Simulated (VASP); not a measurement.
# C (P6_3/mmc) in VASP: relaxation of cell and atoms with LDA

Aim: the relaxation of cell and atoms of C with LDA.

Everything below comes from runs of VASP 6.6.1. Logs are shortened: lines on timing, memory, paths and dates and some standing lists are left out, and cuts for length are marked.

## (1) The cell of the first run

The structure is hexagonal, space group P6_3/mmc (No. 194). The conventional cell has a = 2.445 Å, b = 2.445 Å, c = 6.650 Å, α = 90.00°, β = 90.00°, γ = 120.00°. C (site symmetry -6m2) has 3 C at 1.41 Å within 1.9 Å. Within 1.9 Å of C (site symmetry -6m2) lie 3 C at 1.41 Å.

## (2) Relaxation of cell and atoms, LDA

INCAR

```
PREC     = Accurate       # precision mode
ENCUT    = 910            # plane-wave cutoff, eV
EDIFF    = 1E-7           # SCF threshold, eV
ISMEAR   = -1             # smearing method
SIGMA    = 0.15           # smearing width, eV
LREAL    = False          # projectors in reciprocal space
LASPH    = True           # aspherical terms in the spheres
NELM     = 120            # most SCF steps
ALGO     = Normal         # electronic algorithm
ISIF     = 3              # what is computed and relaxed
LWAVE    = False          # write WAVECAR
LCHARG   = False          # write CHGCAR
GGA      = CA             # functional
IBRION   = 2              # ionic algorithm
NSW      = 80             # ionic steps
EDIFFG   = -0.001         # ionic threshold
GGA_COMPAT= False        
NELMIN   = 4
```

KPOINTS

```
Automatic mesh
0
Gamma
  21 21 6
```

POSCAR

```
C
1.0
    2.4449094565      0.0000000000      0.0000000000
   -1.2224547283      2.1173536993      0.0000000000
    0.0000000000      0.0000000000      6.6497357286
C
4
Direct
    0.0000000000      0.0000000000      0.2500000000
    0.0000000000      0.0000000000      0.7500000000
    0.3333333333      0.6666666667      0.2500000000
    0.6666666667      0.3333333333      0.7500000000
```

Potentials or basis: VASP PAW LDA potentials, release 64 (C_h).

Started as:

```
$ cat potpaw_LDA.64/C_h/POTCAR > POTCAR
$ mpirun -np 1 vasp_std > vasp.out
```

OUTCAR:

```text
PREC = Accurate
   ENCUT = 910
   EDIFF = 1E-7
   ISMEAR = -1
   LREAL = False
   LASPH = True
   NELM = 120
   ISIF = 3
   GGA = CA
   IBRION = 2
   NSW = 80
   EDIFFG = -0.001
   NELMIN = 4

 ion  position               nearest neighbor table
   1  0.000  0.000  0.250-   3 1.41   3 1.41   3 1.41
   2  0.000  0.000  0.750-   4 1.41   4 1.41   4 1.41
   3  0.333  0.667  0.250-   1 1.41   1 1.41   1 1.41
   4  0.667  0.333  0.750-   2 1.41   2 1.41   2 1.41

  LATTYP: Found a hexagonal cell.
 ALAT       =     2.4449094565
 C/A-ratio  =     2.7198290354

  Lattice vectors:

 A1 = (   2.4449094565,   0.0000000000,   0.0000000000)
 A2 = (  -1.2224547283,   2.1173536993,   0.0000000000)
 A3 = (   0.0000000000,   0.0000000000,   6.6497357286)

Analysis of symmetry for initial positions (statically):
=====================================================================
 Subroutine PRICEL returns:
 Original cell was already a primitive cell.

 Routine SETGRP: Setting up the symmetry group for a
 hexagonal supercell.

 Subroutine GETGRP returns: Found 24 space group operations
 (whereof 12 operations were pure point group operations)
 out of a pool of 24 trial point group operations.

The static configuration has the point symmetry D_3d.
 The point group associated with its full space group is D_6h.

Analysis of symmetry for dynamics (positions and initial velocities):
=====================================================================
 Subroutine PRICEL returns:
 Original cell was already a primitive cell.

 Routine SETGRP: Setting up the symmetry group for a
 hexagonal supercell.

 Subroutine GETGRP returns: Found 24 space group operations
 (whereof 12 operations were pure point group operations)
 out of a pool of 24 trial point group operations.

The dynamic configuration has the point symmetry D_3d.
 The point group associated with its full space group is D_6h.

 Subroutine INISYM returns: Found 24 space group operations
 (whereof 12 operations are pure point group operations),
 and found     1 'primitive' translations

----------------------------------------------------------------------------------------

                                     Primitive cell

  volume of cell :      34.4239

  direct lattice vectors                    reciprocal lattice vectors
     2.444909457  0.000000000  0.000000000     0.409013102  0.236143824  0.000000000
    -1.222454728  2.117353699  0.000000000     0.000000000  0.472287649  0.000000000
     0.000000000  0.000000000  6.649735729     0.000000000  0.000000000  0.150381916

  length of vectors
     2.444909457  2.444909457  6.649735729     0.472287649  0.472287649  0.150381916

  position of ions in fractional coordinates (direct lattice)
     0.000000000  0.000000000  0.250000000
     0.000000000  0.000000000  0.750000000
     0.333333333  0.666666667  0.250000000
     0.666666667  0.333333333  0.750000000

  ion indices of the primitive-cell ions
   primitive index   ion index
                 1           1
                 2           2
                 3           3
                 4           4

----------------------------------------------------------------------------------------

 KPOINTS: Automatic mesh

Automatic generation of k-mesh.
 Grid dimensions read from file:
 generate k-points for:   21   21    6

 Generating k-lattice:

  Cartesian coordinates                     Fractional coordinates (reciprocal lattice)
     0.019476814  0.011244944  0.000000000     0.047619048  0.000000000  0.000000000
     0.000000000  0.022489888  0.000000000     0.000000000  0.047619048  0.000000000
     0.000000000  0.000000000  0.025063653     0.000000000  0.000000000  0.166666667

  Length of vectors
     0.022489888  0.022489888  0.025063653

  Shift w.r.t. Gamma in fractional coordinates (k-lattice)
     0.000000000  0.000000000  0.000000000

 Subroutine IBZKPT returns following result:
 ===========================================

 Found    192 irreducible k-points:

 Following reciprocal coordinates:
            Coordinates               Weight
  0.000000  0.000000  0.000000      1.000000
  0.047619  0.000000  0.000000      6.000000
  0.095238  0.000000  0.000000      6.000000
  0.142857  0.000000  0.000000      6.000000
  0.190476  0.000000  0.000000      6.000000
  0.238095  0.000000  0.000000      6.000000
[... 16 lines left out ...]
  0.142857  0.095238  0.000000     12.000000
  0.190476  0.095238  0.000000     12.000000
 [... further k-points ...]
   k-points           NKPTS =    192   k-points in BZ     NKDIM =    192   number of bands    NBANDS=     12
   number of dos      NEDOS =    301   number of ions     NIONS =      4
   total plane-waves  NPLWV =  40320
   dimension x,y,z NGX =    24 NGY =   24 NGZ =   70
   dimension x,y,z NGXF=    48 NGYF=   48 NGZF=  140
   ions per type =               4
   NGX,Y,Z   is equivalent  to a cutoff of  16.32, 16.32, 17.50 a.u.
   NGXF,Y,Z  is equivalent  to a cutoff of  32.64, 32.64, 35.00 a.u.
 SYSTEM =  unknown system
   PREC   = accura    normal or accurate (medium, high low for compatibility)
   ISTART =      0    job   : 0-new  1-cont  2-samecut
   ICHARG =      2    charge: 1-file 2-atom 10-const
   ISPIN  =      1    spin polarized calculation?
   LNONCOLLINEAR =      F non collinear calculations
   LSORBIT =      F    spin-orbit coupling
   LASPH  =      T    aspherical Exc in radial PAW
   ENCUT  =  910.0 eV  66.88 Ry    8.18 a.u.   6.01  6.01 16.36*2*pi/ulx,y,z
   NELM   =    120;   NELMIN=  4; NELMDL= -5     # of ELM steps
   EDIFF  = 0.1E-06   stopping-criterion for ELM
   LREAL  =      F    real-space projection
   EDIFFG = -.1E-02   stopping-criterion for IOM
   NSW    =     80    number of steps for IOM
   IBRION =      2    ionic relax: 0-MD 1-quasi-New 2-CG
   NFREE  =      1    steps in history (QN), initial steepest desc. (CG)
   ISIF   =      3    stress and relaxation
   ISYM   =      2    0-nonsym 1-usesym 2-fastsym
   POTIM  = 0.5000    time-step for ionic-motion
   TEBEG  =    0.0;   TEEND  =   0.0 temperature during run
   PSTRESS=    0.0 pullay stress
   NELECT =      16.0000    total number of electrons
   NUPDOWN=      -1.0000    fix difference up-down
   EMIN   =  10.00;   EMAX   =-10.00  energy-range for DOS
   EFERMI =   0.00;   METHOD = LEGACY
   ISMEAR =    -1;   SIGMA  =   0.15  broadening in eV -4-tet -1-fermi 0-gaus
   EFERMI_NEDOS =   21; number of points for ismear=-14 and -15
   IALGO  =     38    algorithm
   IMIX   =      4    mixing-type and parameters
     AMIX     =   0.40;   BMIX     =  1.00
     AMIX_MAG =   1.60;   BMIX_MAG =  1.00
  volume/ion in A,a.u.               =       8.61        58.08
  Fermi-wavevector in a.u.,A,eV,Ry     =   1.268123  2.396405 21.880010  1.608135
  Thomas-Fermi vector in A             =   2.401234
   LORBIT       =      0    0 simple, 1 ext, 2 COOP (PROOUT), +10 PAW based schemes
   GGA     = CA    functional components
   LHFCALC =     F    Hartree Fock is set to
   AEXX    =    0.0000 exact exchange contribution
   IVDW    =     0    specifies the selected vdW correction
   LEPSILON=     F    determine dielectric tensor
   LRPA    =     F    only Hartree local field effects (RPA)
 conjugate gradient relaxation of ions
 non-spin polarized calculation
  energy-cutoff  :      910.00
  volume of cell :       34.42
 maximum number of plane-waves:      2187
   NGX = 13   NGY = 13   NGZ = 33

--------------------------------------- Ionic step        1  -------------------------------------------

 number of electron      16.0000001 magnetization

 Free energy of the ion-electron system (eV)
  ---------------------------------------------------
  ext. energy  EPLUGINS =         0.00000000
  ---------------------------------------------------
  free energy    TOTEN  =       -40.49259062 eV

  energy without entropy =      -40.48780766  energy(sigma->0) =      -40.49019914

------------------------ aborting loop because EDIFF is reached ----------------------------------------

  FORCE on cell =-STRESS in cart. coord.  units (eV):
  Direction    XX          YY          ZZ          XY          YZ          ZX
  --------------------------------------------------------------------------------------
  -------------------------------------------------------------------------------------
  Total        0.1321145      0.1321145     -0.0736153     -0.0000000      0.0000000      0.0000000
  in kB        6.1489426      6.1489426     -3.4262417     -0.0000000      0.0000000      0.0000000
  external PRESSURE =       2.9572145 kB  Pullay stress =       0.0000000 kB
[... 251 lines left out ...]
  energy  without entropy=      -40.4881719867  energy(sigma->0) =      -40.49059483

--------------------------------------- Ionic step        8  -------------------------------------------

 number of electron      16.0000001 magnetization

 Free energy of the ion-electron system (eV)
  ---------------------------------------------------
  ext. energy  EPLUGINS =         0.00000000
  ---------------------------------------------------
  free energy    TOTEN  =       -40.49301825 eV

  energy without entropy =      -40.48817397  energy(sigma->0) =      -40.49059611

 E-fermi :   5.6237     XC(G=0): -11.0206

 val. band max:        5.6135312407   @ k =   0.3333   0.3333   0.3333
 cond. band min:       5.6248577858   @ k =   0.3333   0.3333   0.5000
 fundamental gap:      0.0113265451
 Fermi energy:         5.6237485074

 k-point     1 :       0.0000    0.0000    0.0000
  band No.  band energies     occupation
      1     -14.0160      2.00000
      2     -13.6505      2.00000
      3      -3.2040      2.00000
      4      -0.9660      2.00000
      5       2.6276      2.00000
      6       2.6276      2.00000
      7       2.6494      2.00000
      8       2.6494      2.00000
      9       9.5948      0.00000
     10      14.0568      0.00000
     11      14.0570      0.00000
     12      14.1184      0.00000
[... 331 lines left out ...]
 k-point    24 :       0.1905    0.0952    0.0000
  band No.  band energies     occupation
      1     -12.4992      2.00000
      2     -12.1671      2.00000
      3      -1.5005      2.00000
      4      -1.4040      2.00000
      5      -1.3483      2.00000
      6       0.0808      2.00000
      7       0.1418      2.00000
      8       0.7408      2.00000
      9      11.4429      0.00000
     10      12.7305      0.00000
     11      13.3211      0.00000
     12      14.6347      0.00000

 [... further k-points ...]
[... 5 lines left out ...]
  --------------------------------------------------------------------------------------
  -------------------------------------------------------------------------------------
  Total        0.0038149      0.0038149      0.0017606     -0.0000000     -0.0000000     -0.0000000
  in kB        0.1791121      0.1791121      0.0826598     -0.0000000     -0.0000000     -0.0000000
  external PRESSURE =       0.1469613 kB  Pullay stress =       0.0000000 kB
[... 19 lines left out ...]
  FREE ENERGIE OF THE ION-ELECTRON SYSTEM (eV)
  ---------------------------------------------------
  free  energy   TOTEN  =       -40.4930182498 eV

  energy  without entropy=      -40.4881739660  energy(sigma->0) =      -40.49059611

 reached required accuracy - stopping structural energy minimisation
```

Wall time 3.4 min (1 thread of Intel Xeon 6975P-C (Granite Rapids), shared host); peak memory 0.25 GiB.

Results:

| Property | Result |
| --- | --- |
| Free energy | -40.4930 eV |
| Relaxed volume | 8.53 Å³/atom |
| Relaxed cell | a = 2.446 Å, b = 2.446 Å, c = 6.586 Å, α = 90.00°, β = 90.00°, γ = 120.00° |
| Space group after relaxing (to 0.1 Å) | P6_3/mmc (No. 194) |
| Energy gained by relaxing | 0.1 meV/atom |
| Ionic steps | 8 |
| Pressure after relaxing | 0.0 GPa |
| Band gap on the k mesh | zero (bands 8 and 9 overlap by 0.03 eV) |

The path:
```tsv
step	energy change (eV)	largest force (eV/Å)	pressure (GPa)	volume (Å³)
1	0.0000	0.0000	0.30	34.42
2	0.0002	0.0000	-1.10	34.50
3	-0.0001	0.0000	-0.17	34.45
4	-0.0001	0.0000	-0.16	34.42
5	-0.0003	0.0000	-0.11	34.33
6	-0.0004	0.0000	-0.01	34.15
7	-0.0004	0.0000	0.02	34.12
8	-0.0004	0.0000	0.01	34.12
```

Final structure:
```
CELL_PARAMETERS angstrom
2.44599 0.00000 0.00000
-1.22299 2.11829 0.00000
0.00000 0.00000 6.58608
ATOMIC_POSITIONS crystal
C 0.00000 0.00000 0.25000
C 0.00000 0.00000 0.75000
C 0.33333 0.66667 0.25000
C 0.66667 0.33333 0.75000
```

Caveat: the cutoff is under 1.25 times the usual one of these potentials, so pressure, stress and relaxed cells hold a basis-set (Pulay) error.
